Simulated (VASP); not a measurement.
# Al3Cu (P4/mmm) in VASP: further runs

Runs on Al3Cu. Level: r2SCAN. Tasks: single point.

Program: VASP 6.6.1. These are calculated values, not measurements. Logs are shortened: lines on timing, memory, paths and dates and some standing lists are left out, and cuts for length are marked.

## 1. The cell of the first run

It takes space group P4/mmm (No. 123, tetragonal). The conventional cell has a = 2.519 Å, b = 2.519 Å, c = 6.834 Å, α = 90.00°, β = 90.00°, γ = 90.00°. Al (site symmetry 4/mmm) has 16 Al at 2.52 to 3.56 Å and 2 Cu at 3.42 Å within 3.6 Å. Within 3.2 Å of Al (site symmetry 4mm) lie 4 Cu at 2.38 Å and 9 Al at 2.52 to 3.17 Å. Cu (site symmetry 4/mmm) has 8 Al at 2.38 Å and 4 Cu at 2.52 Å within 3.1 Å.

## 2. Single point, r2SCAN

POSCAR reads:

```
Al3Cu
1.0
    2.5186701567      0.0000000000      0.0000000000
    0.0000000000      2.5186701567      0.0000000000
    0.0000000000      0.0000000000      6.8336383787
Al Cu
3 1
Direct
    0.0000000000      0.0000000000      0.5000000000
    0.5000000000      0.5000000000      0.2316956093
    0.5000000000      0.5000000000      0.7683043907
    0.0000000000      0.0000000000      0.0000000000
```

INCAR.step1 reads:

```
SYSTEM = Al3Cu
  ALGO = Normal
  EDIFF = 1E-4
  ENCUT = 520
  GGA = PE
  ISMEAR = 0
  LASPH = .True.
  LCHARG = .False.
  LREAL = .False.
  LWAVE = .True.
  NBANDS = 18
  NELM = 80
  PREC = Accurate
  SIGMA = 0.1
```

INCAR.step2 reads:

```
SYSTEM = Al3Cu
  ALGO = Normal
  EDIFF = 1E-6
  ENCUT = 520
  ISIF = 2
  ISMEAR = 0
  ISTART = 1
  LASPH = .True.
  LCHARG = .False.
  LMIXTAU = .True.
  LREAL = .False.
  LWAVE = .False.
  METAGGA = R2SCAN
  NBANDS = 18
  NELM = 80
  PREC = Accurate
  SIGMA = 0.1
```

KPOINTS reads:

```
k-points
0
Gamma
  16 16 6
  0 0 0
```

Potentials or basis: VASP PAW PBE potentials, release 64 (Al, Cu).

Run with:

```console
cat potpaw_PBE.64/Al/POTCAR potpaw_PBE.64/Cu/POTCAR > POTCAR
cp INCAR.step1 INCAR
mpirun -np 1 vasp_std > vasp.out
cp INCAR.step2 INCAR
mpirun -np 1 vasp_std > vasp.out
```

OUTCAR:

```text
SYSTEM = Al3Cu
   EDIFF = 1E-6
   ENCUT = 520
   ISIF = 2
   ISMEAR = 0
   ISTART = 1
   LASPH = .True.
   LREAL = .False.
   METAGGA = R2SCAN
   NELM = 80
   PREC = Accurate

 ion  position               nearest neighbor table
   1  0.000  0.000  0.500-   2 2.56   3 2.56   2 2.56   3 2.56   2 2.56   3 2.56   2 2.56   3 2.56

   2  0.500  0.500  0.232-   4 2.38   4 2.38   4 2.38   4 2.38   1 2.56   1 2.56   1 2.56   1 2.56
                             3 3.17
   3  0.500  0.500  0.768-   4 2.38   4 2.38   4 2.38   4 2.38   1 2.56   1 2.56   1 2.56   1 2.56
                             2 3.17
   4  0.000  0.000  0.000-   2 2.38   3 2.38   2 2.38   3 2.38   2 2.38   3 2.38   2 2.38   3 2.38

  LATTYP: Found a simple tetragonal cell.
 ALAT       =     2.5186701567
 C/A-ratio  =     2.7131930557

  Lattice vectors:

 A1 = (   2.5186701567,   0.0000000000,   0.0000000000)
 A2 = (   0.0000000000,   2.5186701567,   0.0000000000)
 A3 = (   0.0000000000,   0.0000000000,   6.8336383787)

Analysis of symmetry for initial positions (statically):
=====================================================================
 Subroutine PRICEL returns:
 Original cell was already a primitive cell.

 Routine SETGRP: Setting up the symmetry group for a
 simple tetragonal supercell.

 Subroutine GETGRP returns: Found 16 space group operations
 (whereof 16 operations were pure point group operations)
 out of a pool of 16 trial point group operations.

The static configuration has the point symmetry D_4h.

Analysis of symmetry for dynamics (positions and initial velocities):
=====================================================================
 Subroutine PRICEL returns:
 Original cell was already a primitive cell.

 Routine SETGRP: Setting up the symmetry group for a
 simple tetragonal supercell.

 Subroutine GETGRP returns: Found 16 space group operations
 (whereof 16 operations were pure point group operations)
 out of a pool of 16 trial point group operations.

The dynamic configuration has the point symmetry D_4h.

 Subroutine INISYM returns: Found 16 space group operations
 (whereof 16 operations are pure point group operations),
 and found     1 'primitive' translations

----------------------------------------------------------------------------------------

                                     Primitive cell

  volume of cell :      43.3505

  direct lattice vectors                    reciprocal lattice vectors
     2.518670157  0.000000000  0.000000000     0.397034918  0.000000000  0.000000000
     0.000000000  2.518670157  0.000000000     0.000000000  0.397034918  0.000000000
     0.000000000  0.000000000  6.833638379     0.000000000  0.000000000  0.146334931

  length of vectors
     2.518670157  2.518670157  6.833638379     0.397034918  0.397034918  0.146334931

  position of ions in fractional coordinates (direct lattice)
     0.000000000  0.000000000  0.500000000
     0.500000000  0.500000000  0.231695609
     0.500000000  0.500000000  0.768304391
     0.000000000  0.000000000  0.000000000

  ion indices of the primitive-cell ions
   primitive index   ion index
                 1           1
                 2           2
                 3           3
                 4           4

----------------------------------------------------------------------------------------

 KPOINTS: k-points

Automatic generation of k-mesh.
 Grid dimensions read from file:
 generate k-points for:   16   16    6

 Generating k-lattice:

  Cartesian coordinates                     Fractional coordinates (reciprocal lattice)
     0.024814682  0.000000000  0.000000000     0.062500000  0.000000000  0.000000000
     0.000000000  0.024814682  0.000000000     0.000000000  0.062500000  0.000000000
     0.000000000  0.000000000  0.024389155     0.000000000  0.000000000  0.166666667

  Length of vectors
     0.024814682  0.024814682  0.024389155

  Shift w.r.t. Gamma in fractional coordinates (k-lattice)
     0.000000000  0.000000000  0.000000000

 Subroutine IBZKPT returns following result:
 ===========================================

 Found    180 irreducible k-points:

 Following reciprocal coordinates:
            Coordinates               Weight
  0.000000  0.000000  0.000000      1.000000
  0.062500  0.000000  0.000000      4.000000
  0.125000  0.000000  0.000000      4.000000
  0.187500  0.000000  0.000000      4.000000
  0.250000  0.000000  0.000000      4.000000
  0.312500  0.000000  0.000000      4.000000
[... 16 lines left out ...]
  0.437500  0.125000  0.000000      8.000000
  0.500000  0.125000  0.000000      4.000000
 [... further k-points ...]
   k-points           NKPTS =    180   k-points in BZ     NKDIM =    180   number of bands    NBANDS=     18
   number of dos      NEDOS =    301   number of ions     NIONS =      4
   total plane-waves  NPLWV =  21600
   dimension x,y,z NGX =    20 NGY =   20 NGZ =   54
   dimension x,y,z NGXF=    40 NGYF=   40 NGZF=  108
   ions per type =               3   1
   NGX,Y,Z   is equivalent  to a cutoff of  13.20, 13.20, 13.14 a.u.
   NGXF,Y,Z  is equivalent  to a cutoff of  26.40, 26.40, 26.27 a.u.
 SYSTEM =  Al3Cu
   PREC   = accura    normal or accurate (medium, high low for compatibility)
   ISTART =      1    job   : 0-new  1-cont  2-samecut
   ICHARG =      0    charge: 1-file 2-atom 10-const
   ISPIN  =      1    spin polarized calculation?
   LNONCOLLINEAR =      F non collinear calculations
   LSORBIT =      F    spin-orbit coupling
   LASPH  =      T    aspherical Exc in radial PAW
   ENCUT  =  520.0 eV  38.22 Ry    6.18 a.u.   4.68  4.68 12.71*2*pi/ulx,y,z
   NELM   =     80;   NELMIN=  2; NELMDL=  0     # of ELM steps
   EDIFF  = 0.1E-05   stopping-criterion for ELM
   LREAL  =      F    real-space projection
   EDIFFG = 0.1E-04   stopping-criterion for IOM
   NSW    =      0    number of steps for IOM
   IBRION =     -1    ionic relax: 0-MD 1-quasi-New 2-CG
   NFREE  =      0    steps in history (QN), initial steepest desc. (CG)
   ISIF   =      2    stress and relaxation
   ISYM   =      2    0-nonsym 1-usesym 2-fastsym
   POTIM  = 0.5000    time-step for ionic-motion
   TEBEG  =    0.0;   TEEND  =   0.0 temperature during run
   PSTRESS=    0.0 pullay stress
   NELECT =      20.0000    total number of electrons
   NUPDOWN=      -1.0000    fix difference up-down
   EMIN   =  10.00;   EMAX   =-10.00  energy-range for DOS
   EFERMI =   0.00;   METHOD = LEGACY
   ISMEAR =     0;   SIGMA  =   0.10  broadening in eV -4-tet -1-fermi 0-gaus
   EFERMI_NEDOS =   21; number of points for ismear=-14 and -15
   IALGO  =     38    algorithm
   IMIX   =      4    mixing-type and parameters
     AMIX     =   0.40;   BMIX     =  1.00
     AMIX_MAG =   1.60;   BMIX_MAG =  1.00
  volume/ion in A,a.u.               =      10.84        73.14
  Fermi-wavevector in a.u.,A,eV,Ry     =   1.264989  2.390482 21.771993  1.600196
  Thomas-Fermi vector in A             =   2.398265
   LORBIT       =      0    0 simple, 1 ext, 2 COOP (PROOUT), +10 PAW based schemes
   METAGGA = R2SCAN    functional components
   LHFCALC =     F    Hartree Fock is set to
   AEXX    =    0.0000 exact exchange contribution
   IVDW    =     0    specifies the selected vdW correction
   LEPSILON=     F    determine dielectric tensor
   LRPA    =     F    only Hartree local field effects (RPA)
 non-spin polarized calculation
 Gauss-broadening in eV      SIGMA  =   0.10
  energy-cutoff  :      520.00
  volume of cell :       43.35
 maximum number of plane-waves:      1205
 NGX is ok and might be reduce to    20
   NGX =  9   NGY =  9   NGZ = 25

 number of electron      19.9999998 magnetization

 Free energy of the ion-electron system (eV)
  ---------------------------------------------------
  ext. energy  EPLUGINS =         0.00000000
  ---------------------------------------------------
  free energy    TOTEN  =       -29.25731509 eV

  energy without entropy =      -29.25029477  energy(sigma->0) =      -29.25380493

 E-fermi :  12.2478     XC(G=0): -13.0746

 val. band max:       12.2378651133   @ k =   0.2500   0.0000   0.5000
 cond. band min:      12.2596993981   @ k =   0.4375   0.3125   0.5000
 fundamental gap:      0.0218342848
 Fermi energy:        12.2477929551

 k-point     1 :       0.0000    0.0000    0.0000
  band No.  band energies     occupation
      1      -2.0365      2.00000
      2       1.1120      2.00000
      3       1.4334      2.00000
      4       5.9955      2.00000
      5       6.1882      2.00000
      6       7.4978      2.00000
[... 10 lines left out ...]
     17      24.1293      0.00000
     18      24.1293      0.00000

 k-point     2 :       0.0625    0.0000    0.0000
  band No.  band energies     occupation
      1      -1.9397      2.00000
      2       1.1968      2.00000
      3       1.5303      2.00000
      4       6.0186      2.00000
      5       6.2178      2.00000
      6       7.4182      2.00000
[... 10 lines left out ...]
     17      24.1223      0.00000
     18      24.2379      0.00000

 k-point     3 :       0.1250    0.0000    0.0000
  band No.  band energies     occupation
      1      -1.6500      2.00000
      2       1.4495      2.00000
      3       1.8191      2.00000
      4       6.0819      2.00000
      5       6.3027      2.00000
      6       7.2218      2.00000
[... 10 lines left out ...]
     17      24.3358      0.00000
     18      24.5595      0.00000

 k-point     4 :       0.1875    0.0000    0.0000
  band No.  band energies     occupation
      1      -1.1706      2.00000
      2       1.8637      2.00000
      3       2.2937      2.00000
      4       6.1709      2.00000
      5       6.4255      2.00000
      6       6.9811      2.00000
[... 10 lines left out ...]
     17      24.6900      0.00000
     18      25.0803      0.00000

 k-point     5 :       0.2500    0.0000    0.0000
  band No.  band energies     occupation
      1      -0.5067      2.00000
      2       2.4267      2.00000
      3       2.9418      2.00000
      4       6.2658      2.00000
      5       6.5470      2.00000
      6       6.7449      2.00000
[... 10 lines left out ...]
     17      24.7314      0.00000
     18      25.1817      0.00000

 k-point     6 :       0.3125    0.0000    0.0000
  band No.  band energies     occupation
      1       0.3337      2.00000
      2       3.1126      2.00000
      3       3.7382      2.00000
      4       6.3200      2.00000
      5       6.5405      2.00000
      6       6.6023      2.00000
[... 307 lines left out ...]
 k-point    21 :       0.3125    0.1250    0.0000
  band No.  band energies     occupation
      1       0.7037      2.00000
      2       3.4055      2.00000
      3       4.0798      2.00000
      4       6.4332      2.00000
      5       6.5986      2.00000
      6       6.6862      2.00000
[... 10 lines left out ...]
     17      22.3340      0.00000
     18      23.8218      0.00000

 k-point    22 :       0.3750    0.1250    0.0000
  band No.  band energies     occupation
      1       1.6990      2.00000
      2       4.1206      2.00000
      3       4.9308      2.00000
      4       6.1327      2.00000
      5       6.4409      2.00000
      6       6.7438      2.00000
[... 10 lines left out ...]
     17      22.3939      0.00000
     18      23.6675      0.00000

 k-point    23 :       0.4375    0.1250    0.0000
  band No.  band energies     occupation
      1       2.8282      2.00000
      2       4.7412      2.00000
      3       5.2475      2.00000
      4       5.8049      2.00000
      5       6.3402      2.00000
      6       6.6795      2.00000
[... 10 lines left out ...]
     17      23.2648      0.00000
     18      23.5188      0.00000

 k-point    24 :       0.5000    0.1250    0.0000
  band No.  band energies     occupation
      1       3.8610      2.00000
      2       4.2863      2.00000
      3       5.0061      2.00000
      4       6.3047      2.00000
      5       6.3351      2.00000
      6       6.3991      2.00000
[... 10 lines left out ...]
     17      22.5518      0.00000
     18      23.8558      0.00000

 [... further k-points ...]

------------------------ aborting loop because EDIFF is reached ----------------------------------------

  FORCE on cell =-STRESS in cart. coord.  units (eV):
  Direction    XX          YY          ZZ          XY          YZ          ZX
  --------------------------------------------------------------------------------------
  -------------------------------------------------------------------------------------
  Total       16.1234280     16.1234280     16.1219460      0.0000000     -0.0000000      0.0000000
  in kB      595.8999927    595.8999927    595.8452172      0.0000000     -0.0000000      0.0000000
  external PRESSURE =     595.8817342 kB  Pullay stress =       0.0000000 kB

 VOLUME and BASIS-vectors are now :
 -----------------------------------------------------------------------------
  energy-cutoff  :      520.00
  volume of cell :       43.35
      direct lattice vectors                 reciprocal lattice vectors
     2.518670157  0.000000000  0.000000000     0.397034918  0.000000000  0.000000000
     0.000000000  2.518670157  0.000000000     0.000000000  0.397034918  0.000000000
     0.000000000  0.000000000  6.833638379     0.000000000  0.000000000  0.146334931

 POSITION                                       TOTAL-FORCE (eV/Angst)
 -----------------------------------------------------------------------------------
      0.00000      0.00000      3.41682         0.000000      0.000000      0.000000
      1.25934      1.25934      1.58332         0.000000     -0.000000      0.007635
      1.25934      1.25934      5.25031        -0.000000      0.000000     -0.007635
      0.00000      0.00000      0.00000         0.000000      0.000000      0.000000
 -----------------------------------------------------------------------------------
    total drift:                                0.000000      0.000000      0.000000

  FREE ENERGIE OF THE ION-ELECTRON SYSTEM (eV)
  ---------------------------------------------------
  free  energy   TOTEN  =       -29.2573150852 eV

  energy  without entropy=      -29.2502947747  energy(sigma->0) =      -29.25380493
```

It took 4.5 min on 1 thread of Intel Xeon 6975P-C (Granite Rapids), shared host; peak memory 0.26 GiB.

What came out:

```yaml
Free_energy: -29.2573 eV
Pressure: 59.6 GPa
Largest_force: 0.008 eV/Å
Band_gap_on_the_k_mesh: zero (bands 10 and 11 overlap by 7.11 eV)
```

Forces in eV/Å, atoms in the order of the input:
```
Al   0.000  0.000  0.000
Al   0.000  0.000  0.008
Al   0.000  0.000 -0.008
Cu   0.000  0.000  0.000
```

Caveat: the cell stands under pressure; the PAW data sets were made with another functional, which shifts forces and pressure a little.

(Part 1 of 2 ends here.)

The gap in the log of VASP goes by the Fermi energy; the results here count the filled bands.